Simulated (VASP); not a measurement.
Runs of VASP 6.6.1 on Re. The structure is that of space group P6_3/mmc (No. 194), or close to it. The cells are those of the table. 

| task | cell | k mesh for the DOS | occupations for the DOS | gap on the mesh (eV) | pressure (GPa) |
| --- | --- | --- | --- | --- | --- |
| electric field gradients | a = 2.637, b = 2.637, c = 4.217 Å, angles 90.0, 90.0, 120.0°, 2 atoms | - | - | none | 67.7 |
| electric field gradients | a = 2.654, b = 2.654, c = 4.244 Å, angles 90.0, 90.0, 120.0°, 2 atoms | - | - | none | 55.1 |
| electric field gradients | a = 2.550, b = 2.550, c = 4.078 Å, angles 90.0, 90.0, 120.0°, 2 atoms | - | - | none | (a) |
| electric field gradients | a = 2.577, b = 2.577, c = 4.162 Å, angles 90.0, 90.0, 120.0°, 2 atoms | - | - | none | 113.4 |
| electric field gradients | a = 2.603, b = 2.603, c = 4.162 Å, angles 90.0, 90.0, 120.0°, 2 atoms | - | - | none | 96.8 |
| electric field gradients | a = 2.603, b = 2.603, c = 4.204 Å, angles 90.0, 90.0, 120.0°, 2 atoms | - | - | none | (b) |

Alike in all rows: level LDA; potentials or basis VASP PAW LDA potentials, release 64 (Re); no spin polarisation; k mesh 14 × 14 × 8; cutoff (eV) 520; smearing fermi-dirac 0.05 eV.

Q: Fill in the values left out.

A: (a) 151.3; (b) 89.0.

Caveats: spin-orbit coupling is left out, which moves the levels of the heavy elements.

A k mesh can miss the band edges, and the runs leave out spin-orbit coupling on Re.

A gap of «none» marks levels without a gap at the run's occupations.
